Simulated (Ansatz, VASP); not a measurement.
**K in VASP and in Ansatz**

Contents of INCAR:

```
PREC = Accurate
ENCUT = 520
EDIFF = 1E-8
ISMEAR = -1
SIGMA = 0.08
LREAL = F
LASPH = T
NELM = 60
ALGO = Normal
ISIF = 2
LWAVE = F
LCHARG = F
GGA = PE
LEFG = T
NBANDS = 10
```

KPOINTS

```
Automatic mesh
0
Gamma
  10 10 10
```

POSCAR

```
K
1.0
   -2.6693463691      2.6693463691      2.6693463691
    2.6693463691     -2.6693463691      2.6693463691
    2.6693463691      2.6693463691     -2.6693463691
K
1
Direct
    0.0000000000      0.0000000000      0.0000000000
```

Input for Ansatz:

```yaml
crystal:
  lattice:
    - [-2.6693463691, 2.6693463691, 2.6693463691]
    - [2.6693463691, -2.6693463691, 2.6693463691]
    - [2.6693463691, 2.6693463691, -2.6693463691]
  atoms:
    - { symbol: K, position: [0.0, 0.0, 0.0] }
kpoints:
  mp_grid: { grid: [10, 10, 10] }
scf:
  occupations: { method: fermi_dirac, width: 0.08 }
hamiltonian:
  xc: pbe
  pseudopotentials: { kind: paw }
output:
  forces: true
  stress: true
  eigenvalues: true
  efg: { contact_densities: true }
```

Change from the starting cell: volume scaled by 1.06, PAW files.

Alike in both runs: task electric field gradients; functional PBE; k mesh 10 × 10 × 10; occupations fermi-dirac, width 0.08 eV; no spin polarisation.

|  | VASP | Ansatz |
| --- | --- | --- |
| version | VASP 6.6.1 | Ansatz 0.2.0 |
| potentials or method | VASP PAW PBE potentials, release 64 (K_sv) | PAW with Ansatz's default frozen-core files, scalar-relativistic |
| plane-wave cutoff (eV) | 520 | 420 |
| valence electrons in the cell | 9 | 9 |

```csv
,VASP,Ansatz,Ansatz less VASP
pressure (GPa),-0.1,-0.1,+0.01
```
